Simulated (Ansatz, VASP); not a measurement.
**Ni: VASP beside Ansatz**

```
Ni
1.0
     0.00000    1.72500    1.72500
     1.72500    0.00000    1.72500
     1.72500    1.72500    0.00000
Ni
1
Direct
  0.00000 0.00000 0.00000
```

Alike in both runs: task single point; functional PBE; k mesh 15 × 15 × 15; occupations fermi-dirac, width 0.05 eV; collinear spin.

```csv
,VASP,Ansatz
version,VASP 6.6.1,Ansatz 0.2.0
potentials or method,"VASP PAW PBE potentials, release 64 (Ni), cutoff 520 eV","PAW, plane waves, scalar-relativistic"
valence electrons in the cell,10,18
```

VASP gave:

* pressure (GPa): 13.5
* net moment per atom (μB): 0.63
* size of the moment on the site where the two differ most (μB): 0.64

**Question.** Which values does Ansatz return?

**Answer.** Pressure (GPa): 13.8; net moment per atom (μB): 0.65; size of the moment on the site where the two differ most (μB): 0.68.

Site moments also hang on the region over which each program counts them. The functional is the same, so the differences come from potentials, cutoffs and numerics. VASP's potentials hold 10 valence electrons a cell and Ansatz's 18, so a difference there can come from the potentials and not from the codes.
